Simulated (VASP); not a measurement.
# Co (P6_3/mmc) in VASP: a series of runs

The runs below take Co through single point, with r2SCAN.

Everything below comes from runs of VASP 6.6.1. Logs are shortened: lines on timing, memory, paths and dates and some standing lists are left out, and cuts for length are marked.

## (1) The cell of the first run

Symmetry: P6_3/mmc, No. 194, hexagonal system. Conventional cell: a = 2.472 Å, b = 2.472 Å, c = 4.027 Å, α = 90.00°, β = 90.00°, γ = 120.00°. Within 3.3 Å of Co (site symmetry -6m2) lie 12 Co at 2.47 Å.

## (2) Single point, r2SCAN, collinear spin, ferromagnetic start

The input, POSCAR:

```
Co
1.0
    2.4715232260      0.0000000000      0.0000000000
   -1.2357616130      2.1404018997      0.0000000000
    0.0000000000      0.0000000000      4.0271144694
Co
2
Direct
    0.3333333333      0.6666666667      0.2500000000
    0.6666666667      0.3333333333      0.7500000000
```

The input, INCAR.step1:

```
SYSTEM = Co
ALGO = Normal ; EDIFF = 1E-4
ENCUT = 520 ; GGA = PE
ISMEAR = 1 ; ISPIN = 2
LASPH = .TRUE. ; LCHARG = .FALSE.
LMAXMIX = 4 ; LREAL = .FALSE.
LWAVE = .TRUE. ; MAGMOM = 1.891 1.891
NBANDS = 20 ; NELM = 150
PREC = Accurate ; SIGMA = 0.3
```

The input, INCAR.step2:

```
SYSTEM = Co
ALGO = Normal ; EDIFF = 1E-7
ENCUT = 520 ; ISIF = 2
ISMEAR = 1 ; ISPIN = 2
ISTART = 1 ; LASPH = .TRUE.
LCHARG = .FALSE. ; LMAXMIX = 4
LMIXTAU = .TRUE. ; LORBIT = 11
LREAL = .FALSE. ; LWAVE = .FALSE.
MAGMOM = 1.891 1.891 ; METAGGA = R2SCAN
NBANDS = 20 ; NELM = 150
PREC = Accurate ; SIGMA = 0.3
```

The input, KPOINTS:

```
k-points
0
G
  15 15 8
  0 0 0
```

Potentials or basis: VASP PAW PBE potentials, release 64 (Co).

Run with:

```bash
$ cat potpaw_PBE.64/Co/POTCAR > POTCAR
$ cp INCAR.step1 INCAR
$ mpirun -np 1 vasp_std > vasp.out
$ cp INCAR.step2 INCAR
$ mpirun -np 1 vasp_std > vasp.out
```

OUTCAR:

```text
SYSTEM = Co
   EDIFF = 1E-7
   ENCUT = 520
   ISIF = 2
   ISMEAR = 1
   ISPIN = 2
   ISTART = 1
   LASPH = .TRUE.
   LORBIT = 11
   LREAL = .FALSE.
   METAGGA = R2SCAN
   NELM = 150
   PREC = Accurate

 ion  position               nearest neighbor table
   1  0.333  0.667  0.250-   2 2.47   2 2.47   2 2.47   2 2.47   2 2.47   2 2.47
   2  0.667  0.333  0.750-   1 2.47   1 2.47   1 2.47   1 2.47   1 2.47   1 2.47

  LATTYP: Found a hexagonal cell.
 ALAT       =     2.4715232260
 C/A-ratio  =     1.6294058769

  Lattice vectors:

 A1 = (   2.4715232260,   0.0000000000,   0.0000000000)
 A2 = (  -1.2357616130,   2.1404018997,   0.0000000000)
 A3 = (   0.0000000000,   0.0000000000,   4.0271144694)

Analysis of symmetry for initial positions (statically):
=====================================================================
 Subroutine PRICEL returns:
 Original cell was already a primitive cell.

 Routine SETGRP: Setting up the symmetry group for a
 hexagonal supercell.

 Subroutine GETGRP returns: Found 24 space group operations
 (whereof 12 operations were pure point group operations)
 out of a pool of 24 trial point group operations.

The static configuration has the point symmetry D_3d.
 The point group associated with its full space group is D_6h.

Analysis of symmetry for dynamics (positions and initial velocities):
=====================================================================
 Subroutine PRICEL returns:
 Original cell was already a primitive cell.

 Routine SETGRP: Setting up the symmetry group for a
 hexagonal supercell.

 Subroutine GETGRP returns: Found 24 space group operations
 (whereof 12 operations were pure point group operations)
 out of a pool of 24 trial point group operations.

The dynamic configuration has the point symmetry D_3d.
 The point group associated with its full space group is D_6h.

Analysis of structural, dynamic, and magnetic symmetry:
=====================================================================
 Subroutine PRICEL returns:
 Original cell was already a primitive cell.

 Routine SETGRP: Setting up the symmetry group for a
 hexagonal supercell.

 Subroutine GETGRP returns: Found 24 space group operations
 (whereof 12 operations were pure point group operations)
 out of a pool of 24 trial point group operations.

The overall configuration has the point symmetry D_3d.
 The point group associated with its full space group is D_6h.

 Subroutine INISYM returns: Found 24 space group operations
 (whereof 12 operations are pure point group operations),
 and found     1 'primitive' translations

----------------------------------------------------------------------------------------

                                     Primitive cell

  volume of cell :      21.3036

  direct lattice vectors                    reciprocal lattice vectors
     2.471523226  0.000000000  0.000000000     0.404608781  0.233600989  0.000000000
    -1.235761613  2.140401900  0.000000000     0.000000000  0.467201977  0.000000000
     0.000000000  0.000000000  4.027114469     0.000000000  0.000000000  0.248316756

  length of vectors
     2.471523226  2.471523226  4.027114469     0.467201977  0.467201977  0.248316756

  position of ions in fractional coordinates (direct lattice)
     0.333333333  0.666666667  0.250000000
     0.666666667  0.333333333  0.750000000

  ion indices of the primitive-cell ions
   primitive index   ion index
                 1           1
                 2           2

----------------------------------------------------------------------------------------

 KPOINTS: k-points

Automatic generation of k-mesh.
 Grid dimensions read from file:
 generate k-points for:   15   15    8

 Generating k-lattice:

  Cartesian coordinates                     Fractional coordinates (reciprocal lattice)
     0.026973919  0.015573399  0.000000000     0.066666667  0.000000000  0.000000000
     0.000000000  0.031146798  0.000000000     0.000000000  0.066666667  0.000000000
     0.000000000  0.000000000  0.031039594     0.000000000  0.000000000  0.125000000

  Length of vectors
     0.031146798  0.031146798  0.031039594

  Shift w.r.t. Gamma in fractional coordinates (k-lattice)
     0.000000000  0.000000000  0.000000000

 Subroutine IBZKPT returns following result:
 ===========================================

 Found    135 irreducible k-points:

 Following reciprocal coordinates:
            Coordinates               Weight
  0.000000  0.000000  0.000000      1.000000
  0.066667 -0.000000  0.000000      6.000000
  0.133333 -0.000000  0.000000      6.000000
  0.200000  0.000000  0.000000      6.000000
  0.266667 -0.000000  0.000000      6.000000
  0.333333 -0.000000  0.000000      6.000000
[... 16 lines left out ...]
  0.333333  0.200000  0.000000     12.000000
  0.400000  0.200000  0.000000      6.000000
 [... further k-points ...]
   k-points           NKPTS =    135   k-points in BZ     NKDIM =    135   number of bands    NBANDS=     20
   number of dos      NEDOS =    301   number of ions     NIONS =      2
   total plane-waves  NPLWV =   9720
   dimension x,y,z NGX =    18 NGY =   18 NGZ =   30
   dimension x,y,z NGXF=    36 NGYF=   36 NGZF=   60
   ions per type =               2
   NGX,Y,Z   is equivalent  to a cutoff of  12.11, 12.11, 12.38 a.u.
   NGXF,Y,Z  is equivalent  to a cutoff of  24.22, 24.22, 24.77 a.u.
 SYSTEM =  Co
   PREC   = accura    normal or accurate (medium, high low for compatibility)
   ISTART =      1    job   : 0-new  1-cont  2-samecut
   ICHARG =      0    charge: 1-file 2-atom 10-const
   ISPIN  =      2    spin polarized calculation?
   LNONCOLLINEAR =      F non collinear calculations
   LSORBIT =      F    spin-orbit coupling
   LASPH  =      T    aspherical Exc in radial PAW
   ENCUT  =  520.0 eV  38.22 Ry    6.18 a.u.   4.60  4.60  7.49*2*pi/ulx,y,z
   NELM   =    150;   NELMIN=  2; NELMDL=  0     # of ELM steps
   EDIFF  = 0.1E-06   stopping-criterion for ELM
   LREAL  =      F    real-space projection
   EDIFFG = 0.1E-05   stopping-criterion for IOM
   NSW    =      0    number of steps for IOM
   IBRION =     -1    ionic relax: 0-MD 1-quasi-New 2-CG
   NFREE  =      0    steps in history (QN), initial steepest desc. (CG)
   ISIF   =      2    stress and relaxation
   ISYM   =      2    0-nonsym 1-usesym 2-fastsym
   POTIM  = 0.5000    time-step for ionic-motion
   TEBEG  =    0.0;   TEEND  =   0.0 temperature during run
   PSTRESS=    0.0 pullay stress
   NELECT =      18.0000    total number of electrons
   NUPDOWN=      -1.0000    fix difference up-down
   EMIN   =  10.00;   EMAX   =-10.00  energy-range for DOS
   EFERMI =   0.00;   METHOD = LEGACY
   ISMEAR =     1;   SIGMA  =   0.30  broadening in eV -4-tet -1-fermi 0-gaus
   EFERMI_NEDOS =   21; number of points for ismear=-14 and -15
   IALGO  =     38    algorithm
   IMIX   =      4    mixing-type and parameters
     AMIX     =   0.40;   BMIX     =  1.00
     AMIX_MAG =   1.60;   BMIX_MAG =  1.00
  volume/ion in A,a.u.               =      10.65        71.88
  Fermi-wavevector in a.u.,A,eV,Ry     =   1.547679  2.924690 32.590191  2.395312
  Thomas-Fermi vector in A             =   2.652738
   LORBIT       =     11    0 simple, 1 ext, 2 COOP (PROOUT), +10 PAW based schemes
   METAGGA = R2SCAN    functional components
   LHFCALC =     F    Hartree Fock is set to
   AEXX    =    0.0000 exact exchange contribution
   IVDW    =     0    specifies the selected vdW correction
   LEPSILON=     F    determine dielectric tensor
   LRPA    =     F    only Hartree local field effects (RPA)
 spin polarized calculation
 Methfessel and Paxton  Order N= 1 SIGMA  =   0.30
  energy-cutoff  :      520.00
  volume of cell :       21.30
 maximum number of plane-waves:       588
   NGX =  9   NGY =  9   NGZ = 15

 number of electron      17.9999991 magnetization       3.4190204

 Free energy of the ion-electron system (eV)
  ---------------------------------------------------
  ext. energy  EPLUGINS =         0.00000000
  ---------------------------------------------------
  free energy    TOTEN  =       -26.40948733 eV

  energy without entropy =      -26.41214051  energy(sigma->0) =      -26.41037172

 E-fermi :  10.5968     XC(G=0): -14.8011

 val. band max:       10.5943714864   @ k =   0.0000   0.0000   0.0000
 cond. band min:      10.6017597880   @ k =   0.1333   0.0667   0.1250
 fundamental gap:      0.0073883016
 Fermi energy:        10.5967707262

 spin component 1

 k-point     1 :       0.0000    0.0000    0.0000
  band No.  band energies     occupation
      1       1.1424      1.00000
      2       4.7556      1.00000
      3       7.1816      1.00000
      4       7.2400      1.00000
      5       7.2402      1.00000
      6       7.5444      1.00000
[... 12 lines left out ...]
     19      37.5844      0.00000
     20      37.5845      0.00000

 k-point     2 :       0.0667   -0.0000    0.0000
  band No.  band energies     occupation
      1       1.3068      1.00000
      2       4.8514      1.00000
      3       7.0421      1.00000
      4       7.3152      1.00000
      5       7.3608      1.00000
      6       7.5104      1.00000
[... 12 lines left out ...]
     19      39.4699      0.00000
     20      39.8255      0.00000
[... 465 lines left out ...]
      3       5.6553      1.00000
      4       6.5890      1.00000
      5       6.9018      1.00000
      6       7.2533      1.00000
[... 12 lines left out ...]
     19      30.9591      0.00000
     20      40.4756      0.00000

 k-point    24 :       0.4000    0.2000    0.0000
  band No.  band energies     occupation
      1       5.4493      1.00000
      2       5.5956      1.00000
      3       5.6983      1.00000
      4       6.7476      1.00000
      5       6.9286      1.00000
      6       7.1664      1.00000
[... 12 lines left out ...]
     19      30.7851      0.00000
     20      40.3936      0.00000

 [... further k-points ...]

 spin component 2

 k-point     1 :       0.0000    0.0000    0.0000
  band No.  band energies     occupation
      1       0.5354      1.00000
      2       5.8907      1.00000
      3       9.5595      1.00001
      4       9.6676      1.00005
      5       9.6676      1.00005
      6       9.7150      1.00013
[... 12 lines left out ...]
     19      38.2632      0.00000
     20      38.2632      0.00000

 k-point     2 :       0.0667   -0.0000    0.0000
  band No.  band energies     occupation
      1       0.7037      1.00000
      2       6.0093      1.00000
      3       9.3879      1.00000
      4       9.3882      1.00000
      5       9.7549      1.00026
      6       9.7980      1.00054
[... 12 lines left out ...]
     19      40.0436      0.00000
     20      40.2277      0.00000
[... 465 lines left out ...]
      3       7.2894      1.00000
      4       7.7746      1.00000
      5       9.1899      1.00000
      6       9.4939      1.00000
[... 12 lines left out ...]
     19      31.6661      0.00000
     20      41.4600      0.00000

 k-point    24 :       0.4000    0.2000    0.0000
  band No.  band energies     occupation
      1       6.8232      1.00000
      2       7.1895      1.00000
      3       7.2710      1.00000
      4       7.7738      1.00000
      5       9.2528      1.00000
      6       9.3369      1.00000
[... 12 lines left out ...]
     19      31.4884      0.00000
     20      41.3801      0.00000

 [... further k-points ...]
[... 5 lines left out ...]
  --------------------------------------------------------------------------------------
  -------------------------------------------------------------------------------------
  Total       -0.1629334     -0.1629334     -0.2291142      0.0000000     -0.0000000     -0.0000000
  in kB      -12.2536810    -12.2536810    -17.2309279      0.0000000     -0.0000000     -0.0000000
  external PRESSURE =     -13.9127633 kB  Pullay stress =       0.0000000 kB

 VOLUME and BASIS-vectors are now :
 -----------------------------------------------------------------------------
  energy-cutoff  :      520.00
  volume of cell :       21.30
      direct lattice vectors                 reciprocal lattice vectors
     2.471523226  0.000000000  0.000000000     0.404608781  0.233600989  0.000000000
    -1.235761613  2.140401900  0.000000000     0.000000000  0.467201977  0.000000000
     0.000000000  0.000000000  4.027114469     0.000000000  0.000000000  0.248316756

 POSITION                                       TOTAL-FORCE (eV/Angst)
 -----------------------------------------------------------------------------------
     -0.00000      1.42693      1.00678        -0.000000      0.000000     -0.000000
      1.23576      0.71347      3.02034         0.000000     -0.000000      0.000000
 -----------------------------------------------------------------------------------
    total drift:                                0.000000     -0.000000     -0.000000

  FREE ENERGIE OF THE ION-ELECTRON SYSTEM (eV)
  ---------------------------------------------------
  free  energy   TOTEN  =       -26.4094873256 eV

  energy  without entropy=      -26.4121405107  energy(sigma->0) =      -26.41037172

 total charge

# of ion       s       p       d       tot
------------------------------------------
    1        0.517   0.574   7.242   8.333
    2        0.517   0.574   7.242   8.333
--------------------------------------------------
tot          1.033   1.148  14.484  16.666

 magnetization (x)

# of ion       s       p       d       tot
------------------------------------------
    1       -0.014  -0.090   1.877   1.772
    2       -0.014  -0.090   1.877   1.772
--------------------------------------------------
tot         -0.029  -0.180   3.753   3.545
```

Wall time 4.8 min (1 thread of Intel Xeon Platinum 8375C at 2.90GHz (Ice Lake), shared host); peak memory 0.2 GiB.

What came out:

```yaml
Free_energy: -26.4095 eV
Pressure: -1.4 GPa
Net_moment: 3.42 μB per cell
Site_moments: Co +1.77 μB
Valence_electrons_inside_the_program's_atomic_spheres: Co 8.33
```

Levels at points of the mesh, in eV from the Fermi level:
Spin up:
```
           k point  band 7  band 8  band 9  band 10  band 11  band 12  band 13  band 14  band 15  band 16
(0.00, 0.00, 0.00)   -3.05   -2.70   -2.70    -1.61    -1.61    -0.33     6.24    22.95    25.75    25.75
(0.00, 0.00, 0.50)   -3.42   -3.42   -1.92    -1.92    -1.92    -1.92    15.30    15.30    23.73    23.73
```
Spin down:
| k point | band 3 | band 4 | band 5 | band 6 | band 7 | band 8 | band 9 | band 10 | band 11 | band 12 |
| --- | --- | --- | --- | --- | --- | --- | --- | --- | --- | --- |
| (0.00, 0.00, 0.00) | -1.04 | -0.93 | -0.93 | -0.88 | -0.54 | -0.54 | 0.00 | 0.00 | 1.28 | 1.28 |
| (0.00, 0.00, 0.50) | -1.72 | -1.72 | -0.98 | -0.98 | -0.98 | -0.98 | 0.91 | 0.91 | 0.91 | 0.91 |

Caveat: so wide a smearing shifts energies and pressures; the PAW data sets were made with another functional, which shifts forces and pressure a little.

[end of part 1 of 2]
